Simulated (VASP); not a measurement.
SiO2: single point with PBE

SiO2:

```xyz
6
Lattice="4.2788 0.0000 0.0000 0.0000 4.2788 0.0000 0.0000 0.0000 2.6361" Properties=species:S:1:pos:R:3 pbc="T T T"
Si    2.1394    2.1394    1.3181
Si    0.0000    0.0000    0.0000
O     2.9652    2.9652    0.0000
O     0.8259    3.4529    1.3181
O     1.3135    1.3135    0.0000
O     3.4529    0.8259    1.3181
```

```yaml
Program: VASP 6.6.1
Task: single point
Functional: PBE
Potentials_or_basis: VASP PAW PBE potentials, release 64 (Si, O)
Cutoff: 520 eV
k_mesh: 6 × 6 × 10
Occupations: gaussian, width 0.05 eV
Spin: no spin polarisation
Dipole_correction: no
Further_INCAR_settings: ALGO = Normal; EDIFF = 1e-06; NBANDS = 25
```

* Pressure: 2.0 GPa
* Largest force: 0.193 eV/Å
* Band gap on the k mesh: 5.14 eV

Forces in eV/Å, atoms in the order of the input:
```
Si   0.000  0.000  0.000
Si   0.000  0.000  0.000
O   -0.136 -0.136  0.000
O   -0.136  0.136  0.000
O    0.136  0.136  0.000
O    0.136 -0.136  0.000
```

Stress tensor (GPa, compression positive):
```
-2.94  0.00  0.00
 0.00 -2.94  0.00
 0.00  0.00 11.76
```

Levels at points of the mesh, in eV from the valence-band top:
```
           k point  band 14  band 15  band 16  band 17  band 18  band 19
(0.00, 0.00, 0.00)    -0.87    -0.87     0.00     5.14     7.11     8.70
(0.50, 0.00, 0.00)    -2.47    -1.07    -1.07     7.53     7.53     9.32
(0.50, 0.50, 0.00)    -2.45    -2.25    -2.25     7.29     7.29    10.14
(0.00, 0.00, 0.50)    -2.76    -2.56    -2.56     8.59     8.59    11.94
(0.50, 0.00, 0.50)    -2.25    -1.65    -1.65     8.39     8.39     9.20
(0.50, 0.50, 0.50)    -1.78    -1.46    -1.46     6.74     6.74    10.59
```

Wall time 24 s on 1 thread of AMD EPYC 9R45 96-Core Processor (Zen 5), with other jobs on the host, peak memory 0.15 GiB.

Caveat: the stress differs along the axes, from -3 to 12 GPa. A k mesh can miss the band edges.
